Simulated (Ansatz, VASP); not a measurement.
# Two plane-wave programs on ScAl

POSCAR

```
ScAl
1.0
    3.4024546835      0.0000000000      0.0000000000
    0.0000000000      3.4024546835      0.0000000000
    0.0000000000      0.0000000000      3.4024546835
Sc Al
1 1
Direct
    0.5000000000      0.5000000000      0.5000000000
    0.0000000000      0.0000000000      0.0000000000
```

Contents of INCAR.step1:

```
  ALGO = Normal
  EDIFF = 1E-4
  ENCUT = 520
  GGA = PE
  ISMEAR = 0
  LASPH = True
  LCHARG = False
  LREAL = False
  LWAVE = True
  NBANDS = 14
  NELM = 80
  PREC = Accurate
  SIGMA = 0.1
```

Contents of INCAR.step2:

```
  ALGO = Normal
  EDIFF = 1E-6
  ENCUT = 520
  ISIF = 2
  ISMEAR = 0
  ISTART = 1
  LASPH = True
  LCHARG = False
  LMIXTAU = True
  LREAL = False
  LWAVE = False
  METAGGA = R2SCAN
  NBANDS = 14
  NELM = 80
  PREC = Accurate
  SIGMA = 0.1
```

The input KPOINTS:

```
k-points
0
Gamma
  12 12 12
```

Input for Ansatz:

```yaml
crystal:
  lattice:
    - [3.4024546835, 0.0, 0.0]
    - [0.0, 3.4024546835, 0.0]
    - [0.0, 0.0, 3.4024546835]
  atoms:
    - { symbol: Sc, position: [0.5, 0.5, 0.5] }
    - { symbol: Al, position: [0.0, 0.0, 0.0] }
basis:
  ecutwfc: 500
kpoints:
  mp_grid: { grid: [12, 12, 12] }
hamiltonian:
  xc: r2scan
scf:
  occupations: { method: gaussian, width: 0.1 }
output:
  forces: true
  stress: true
  eigenvalues: true
```

Alike in both runs: task single point; functional r2SCAN; k mesh 12 × 12 × 12; occupations gaussian, width 0.1 eV; no spin polarisation.

|  | VASP | Ansatz |
| --- | --- | --- |
| version | VASP 6.6.1 | Ansatz 0.2.0 |
| potentials or method | VASP PAW PBE potentials, release 64 (Sc_sv, Al), cutoff 520 eV | scalar-relativistic, plane waves, PAW |
| valence electrons in the cell | 14 | 14 |

VASP gave:

| Quantity | Value |
| --- | --- |
| gap on the k mesh at the Fermi level (eV) | none |
| pressure (GPa) | -2.1 |

Which values does Ansatz return?

gap on the k mesh at the Fermi level (eV): none; pressure (GPa): -2.2.

VASP's potentials were made for PBE, not for r2SCAN. A gap of «none» marks a metal or a gap that the smearing closes. With one functional, cell and mesh, what is left measures potentials, basis and numerics.
